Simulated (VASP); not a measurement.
# FeSi (CsCl type) (Pm-3m) in VASP: relaxation of cell and atoms with LDA

Aim: the relaxation of cell and atoms of FeSi (CsCl type) with LDA.

All numbers are computed with VASP 6.6.1; they aren't measurements. Logs are shortened: lines on timing, memory, paths and dates and some standing lists are left out, and cuts for length are marked.

## Step 1: The cell of the first run

Symmetry: Pm-3m, No. 221, cubic system. Conventional cell: a = 2.825 Å, b = 2.825 Å, c = 2.825 Å, α = 90.00°, β = 90.00°, γ = 90.00°. Within 3.2 Å of Fe (site symmetry m-3m) lie 8 Si at 2.45 Å and 6 Fe at 2.82 Å. Within 3.2 Å of Si (site symmetry m-3m) lie 8 Fe at 2.45 Å and 6 Si at 2.82 Å.

## Step 2: Relaxation of cell and atoms, LDA, collinear spin, ferromagnetic start, target pressure -4.5 GPa, at which the enthalpy is minimised

INCAR

```
SYSTEM = FeSi
  PREC = Accurate
  ENCUT = 600
  EDIFF = 1E-6
  ISMEAR = -1
  SIGMA = 0.08
  LREAL = .False.
  LASPH = .True.
  NELM = 150
  ALGO = Normal
  ISIF = 3
  LWAVE = .False.
  LCHARG = .False.
  ISPIN = 2
  MAGMOM = 2.5 0
  LORBIT = 11
  LMAXMIX = 4
  IBRION = 2
  NSW = 60
  EDIFFG = -0.005
  PSTRESS = -45.0
```

KPOINTS

```
Automatic mesh
0
Gamma
  14 14 14
  0 0 0
```

POSCAR

```
FeSi
1.0
    2.8247352090      0.0000000000      0.0000000000
    0.0000000000      2.8247352090      0.0000000000
    0.0000000000      0.0000000000      2.8247352090
Fe Si
1 1
Direct
    0.0000000000      0.0000000000      0.0000000000
    0.5000000000      0.5000000000      0.5000000000
```

Potentials or basis: VASP PAW LDA potentials, release 64 (Fe, Si).

Run with:

```
> cat potpaw_LDA.64/Fe/POTCAR potpaw_LDA.64/Si/POTCAR > POTCAR
> mpirun -np 1 vasp_std > vasp.out
```

OUTCAR:

```text
SYSTEM = FeSi
   PREC = Accurate
   ENCUT = 600
   EDIFF = 1E-6
   ISMEAR = -1
   LREAL = .False.
   LASPH = .True.
   NELM = 150
   ISIF = 3
   ISPIN = 2
   LORBIT = 11
   IBRION = 2
   NSW = 60
   EDIFFG = -0.005
   PSTRESS = -45.0

 ion  position               nearest neighbor table
   1  0.000  0.000  0.000-   2 2.45   2 2.45   2 2.45   2 2.45   2 2.45   2 2.45   2 2.45   2 2.45

   2  0.500  0.500  0.500-   1 2.45   1 2.45   1 2.45   1 2.45   1 2.45   1 2.45   1 2.45   1 2.45

  LATTYP: Found a simple cubic cell.
 ALAT       =     2.8247352090

  Lattice vectors:

 A1 = (   2.8247352090,   0.0000000000,   0.0000000000)
 A2 = (   0.0000000000,   2.8247352090,   0.0000000000)
 A3 = (   0.0000000000,   0.0000000000,   2.8247352090)

Analysis of symmetry for initial positions (statically):
=====================================================================
 Subroutine PRICEL returns:
 Original cell was already a primitive cell.

 Routine SETGRP: Setting up the symmetry group for a
 simple cubic supercell.

 Subroutine GETGRP returns: Found 48 space group operations
 (whereof 48 operations were pure point group operations)
 out of a pool of 48 trial point group operations.

The static configuration has the point symmetry O_h .

Analysis of symmetry for dynamics (positions and initial velocities):
=====================================================================
 Subroutine PRICEL returns:
 Original cell was already a primitive cell.

 Routine SETGRP: Setting up the symmetry group for a
 simple cubic supercell.

 Subroutine GETGRP returns: Found 48 space group operations
 (whereof 48 operations were pure point group operations)
 out of a pool of 48 trial point group operations.

The dynamic configuration has the point symmetry O_h .

Analysis of structural, dynamic, and magnetic symmetry:
=====================================================================
 Subroutine PRICEL returns:
 Original cell was already a primitive cell.

 Routine SETGRP: Setting up the symmetry group for a
 simple cubic supercell.

 Subroutine GETGRP returns: Found 48 space group operations
 (whereof 48 operations were pure point group operations)
 out of a pool of 48 trial point group operations.

The overall configuration has the point symmetry O_h .

 Subroutine INISYM returns: Found 48 space group operations
 (whereof 48 operations are pure point group operations),
 and found     1 'primitive' translations

----------------------------------------------------------------------------------------

                                     Primitive cell

  volume of cell :      22.5389

  direct lattice vectors                    reciprocal lattice vectors
     2.824735209  0.000000000  0.000000000     0.354015483  0.000000000  0.000000000
[... 95 lines left out ...]
   TEBEG  =    0.0;   TEEND  =   0.0 temperature during run
   PSTRESS=  -45.0 pullay stress
   NELECT =      12.0000    total number of electrons
   NUPDOWN=      -1.0000    fix difference up-down
   EMIN   =  10.00;   EMAX   =-10.00  energy-range for DOS
   EFERMI =   0.00;   METHOD = LEGACY
   ISMEAR =    -1;   SIGMA  =   0.08  broadening in eV -4-tet -1-fermi 0-gaus
   EFERMI_NEDOS =   21; number of points for ismear=-14 and -15
   IALGO  =     38    algorithm
   IMIX   =      4    mixing-type and parameters
     AMIX     =   0.40;   BMIX     =  1.00
     AMIX_MAG =   1.60;   BMIX_MAG =  1.00
  volume/ion in A,a.u.               =      11.27        76.05
  Fermi-wavevector in a.u.,A,eV,Ry     =   1.326857  2.507396 23.953736  1.760550
  Thomas-Fermi vector in A             =   2.456213
   LORBIT       =     11    0 simple, 1 ext, 2 COOP (PROOUT), +10 PAW based schemes
   GGA     = CA    functional components
   LHFCALC =     F    Hartree Fock is set to
   AEXX    =    0.0000 exact exchange contribution
   IVDW    =     0    specifies the selected vdW correction
   LEPSILON=     F    determine dielectric tensor
   LRPA    =     F    only Hartree local field effects (RPA)
 conjugate gradient relaxation of ions
 spin polarized calculation
  energy-cutoff  :      600.00
  volume of cell :       22.54
 maximum number of plane-waves:       768
 NGX is ok and might be reduce to    24
   NGX = 11   NGY = 11   NGZ = 11

--------------------------------------- Ionic step        1  -------------------------------------------

 number of electron      12.0000007 magnetization      -0.0007164

 number of electron      12.0000007 magnetization       0.0004384

 Free energy of the ion-electron system (eV)
  ---------------------------------------------------
  ext. energy  EPLUGINS =         0.00000000
  ---------------------------------------------------
  free energy    TOTEN  =       -16.41836634 eV

  energy without entropy =      -16.40652113  energy(sigma->0) =      -16.41244374

 E-fermi :   9.8393     XC(G=0): -12.8775

 val. band max:        9.8189207704   @ k =   0.5000   0.4286   0.2857
 cond. band min:       9.9188897238   @ k =   0.5000   0.5000   0.2857
 fundamental gap:      0.0999689534
 Fermi energy:         9.8393139763

 spin component 1

 k-point     1 :       0.0000    0.0000    0.0000
  band No.  band energies     occupation
      1      -3.5923      1.00000
      2       6.5488      1.00000
      3       6.5488      1.00000
      4       9.2505      0.99936
      5       9.2505      0.99936
      6       9.2505      0.99936
      7      13.0347      0.00000
      8      13.0347      0.00000
      9      13.0347      0.00000
     10      17.9268      0.00000
     11      17.9268      0.00000
[... 899 lines left out ...]
 number of electron      11.9999997 magnetization       0.0000001

 number of electron      11.9999997 magnetization      -0.0000001

 Free energy of the ion-electron system (eV)
  ---------------------------------------------------
  ext. energy  EPLUGINS =         0.00000000
  ---------------------------------------------------
  free energy    TOTEN  =       -16.64305330 eV

  energy without entropy =      -16.63126063  energy(sigma->0) =      -16.63715697

 E-fermi :  11.4097     XC(G=0): -13.4046

 val. band max:       11.3129595917   @ k =   0.5000   0.5000   0.2857
 cond. band min:      11.4581728245   @ k =   0.5000   0.3571   0.3571
 fundamental gap:      0.1452132328
 Fermi energy:        11.4096606501

 spin component 1

 k-point     1 :       0.0000    0.0000    0.0000
  band No.  band energies     occupation
      1      -3.0169      1.00000
      2       7.4353      1.00000
      3       7.4353      1.00000
      4      10.6238      0.99995
      5      10.6238      0.99995
      6      10.6238      0.99995
      7      14.8659      0.00000
      8      14.8659      0.00000
      9      14.8659      0.00000
     10      19.7347      0.00000
     11      19.7347      0.00000
[... 695 lines left out ...]
  energy  without entropy=      -16.6312606339  energy(sigma->0) =      -16.63715697

  enthalpy is  TOTEN    =       -17.2125444332 eV   P V=       -0.5694911326

 reached required accuracy - stopping structural energy minimisation

 total charge

# of ion       s       p       d       tot
------------------------------------------
    1        0.462   0.677   6.731   7.870
    2        0.711   0.920   0.000   1.630
--------------------------------------------------
tot          1.173   1.596   6.731   9.501

 magnetization (x)

# of ion       s       p       d       tot
------------------------------------------
    1       -0.000  -0.000   0.000   0.000
    2        0.000  -0.000   0.000   0.000
--------------------------------------------------
tot         -0.000  -0.000   0.000   0.000
```

OSZICAR:

```text
N       E                     dE             d eps       ncg     rms          rms(c)
DAV:   1     0.448790651102E+02    0.44879E+02   -0.61166E+03  5336   0.131E+03
DAV:   2    -0.152980665032E+02   -0.60177E+02   -0.56167E+02  5310   0.212E+02
[... 53 lines left out ...]
   6 F= -.17212484E+02 E0= -.17206571E+02  d E =0.709143E-05  mag=    -0.0000
       N       E                     dE             d eps       ncg     rms          rms(c)
DAV:   1    -0.166434943401E+02   -0.16197E-02   -0.75133E-03  5809   0.177E+00    0.209E-01
DAV:   2    -0.166439363487E+02   -0.44201E-03   -0.11787E-02  6460   0.189E+00    0.243E-01
DAV:   3    -0.166430667887E+02    0.86956E-03   -0.46909E-03  6446   0.119E+00    0.345E-02
DAV:   4    -0.166430535392E+02    0.13249E-04   -0.52303E-05  5827   0.740E-02    0.647E-03
DAV:   5    -0.166430533007E+02    0.23858E-06   -0.13150E-06  3430   0.154E-02
   7 F= -.17212544E+02 E0= -.17206648E+02  d E =-.531497E-04  mag=     0.0000
```

Run time: 3.5 min. Hardware: 1 thread of Intel Xeon 8259CL, shared host; peak memory 0.2 GiB.

Results:

- Free energy: -16.6431 eV
- Relaxed volume: 10.14 Å³/atom
- Relaxed cell: a = 2.727 Å, b = 2.727 Å, c = 2.727 Å, α = 90.00°, β = 90.00°, γ = 90.00°
- Space group after relaxing (to 0.1 Å): Pm-3m (No. 221)
- Energy change on relaxing (the run minimises the enthalpy): -112.3 meV/atom
- Ionic steps: 7
- Pressure after relaxing: -4.5 GPa
- Band gap on the k mesh: zero (filled and empty bands overlap)
- Net moment: 0.00 μB per cell
- Valence electrons inside the program's atomic spheres: Fe 7.87; Si 1.63

The path:
```
step  energy change (eV)  largest force (eV/Å)  pressure (GPa)  volume (Å³)
   1              0.0000                0.0000          -25.10        22.54
   2             -0.0621                0.0000           32.44        18.14
   3             -0.2230                0.0000           -5.23        20.33
   4             -0.2245                0.0000           -4.59        20.28
   5             -0.2257                0.0000           -4.04        20.24
   6             -0.2235                0.0000           -4.97        20.32
   7             -0.2247                0.0000           -4.50        20.28
```

Final structure:
```cif
data_structure
_symmetry_space_group_name_H-M 'P 1'
_symmetry_Int_Tables_number 1
_cell_length_a 2.7269
_cell_length_b 2.7269
_cell_length_c 2.7269
_cell_angle_alpha 90.000
_cell_angle_beta 90.000
_cell_angle_gamma 90.000
_cell_volume 20.28
loop_
_atom_site_label
_atom_site_type_symbol
_atom_site_fract_x
_atom_site_fract_y
_atom_site_fract_z
_atom_site_occupancy
Fe1 Fe 0.00000 0.00000 0.00000 1
Si1 Si 0.50000 0.50000 0.50000 1
```

Levels at points of the mesh, in eV from the Fermi level:
Spin up:
```csv
k point,band 4,band 5,band 6,band 7,band 8,band 9
"(0.00, 0.00, 0.00)",-0.79,-0.79,-0.79,3.46,3.46,3.46
"(0.50, 0.00, 0.00)",-2.41,-2.41,-0.58,0.42,6.75,9.07
"(0.50, 0.50, 0.00)",-3.95,-1.84,-1.84,0.06,2.66,2.96
"(0.50, 0.50, 0.50)",-1.23,0.12,0.12,1.75,1.75,1.75
```
Spin down:
```
           k point  band 2  band 3  band 4  band 5  band 6  band 7  band 8  band 9  band 10  band 11
(0.00, 0.00, 0.00)   -3.97   -3.97   -0.79   -0.79   -0.79    3.46    3.46    3.46     8.33     8.33
(0.50, 0.00, 0.00)   -8.89   -3.01   -2.41   -2.41   -0.58    0.42    6.75    9.07     9.07    10.10
(0.50, 0.50, 0.00)   -5.14   -5.14   -3.95   -1.84   -1.84    0.06    2.66    2.96     8.60    14.06
(0.50, 0.50, 0.50)   -6.15   -6.15   -1.23    0.12    0.12    1.75    1.75    1.75     4.71     4.71
```

Caveat: the cell is relaxed towards a set pressure, so the run minimises the enthalpy, not the energy.
